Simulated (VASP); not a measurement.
Input of a VASP 6.6.1 run:

File POSCAR:

```
BAs
1.0
    0.0000000000      2.4353452264      2.4353452264
    2.4353452264      0.0000000000      2.4353452264
    2.4353452264      2.4353452264      0.0000000000
As B
1 1
Direct
    0.7500000000      0.7500000000      0.7500000000
    0.0000000000      0.0000000000      0.0000000000
```

The input INCAR.step1:

```
  PREC = Accurate
  ENCUT = 520
  ISMEAR = -1
  SIGMA = 0.05
  LREAL = False
  LASPH = True
  NELM = 100
  NBANDS = 11
  GGA = PE
  ALGO = Normal
  EDIFF = 1E-4
  LWAVE = True
  LCHARG = False
```

File INCAR.step2:

```
  PREC = Accurate
  ENCUT = 520
  EDIFF = 1E-6
  ISMEAR = -1
  SIGMA = 0.05
  LREAL = False
  LASPH = True
  NELM = 100
  ALGO = Normal
  ISIF = 2
  LWAVE = False
  LCHARG = False
  METAGGA = R2SCAN
  LMIXTAU = True
  LUSE_VDW = True
  IVDW_NL = 2
  BPARAM = 11.95
  CPARAM = 0.0093
  NBANDS = 11
  ISTART = 1
```

Contents of KPOINTS:

```
Automatic mesh
0
Gamma
  10 10 10
```

Potentials or basis: VASP PAW PBE potentials, release 64 (As, B).

Run with:

```bash
$ cat potpaw_PBE.64/As/POTCAR potpaw_PBE.64/B/POTCAR > POTCAR
$ cp INCAR.step1 INCAR
$ mpirun -np 1 vasp_std > vasp.out
$ cp INCAR.step2 INCAR
$ mpirun -np 1 vasp_std > vasp.out
```

Task: Predict the pressure.

Result: -7.3 GPa.

Task: Predict the band gap on the k mesh.

Result: 1.39 eV, indirect (least direct gap 3.37 eV).

Caveat: the PAW data sets were made with another functional, which shifts forces and pressure a little. A k mesh can miss the band edges.
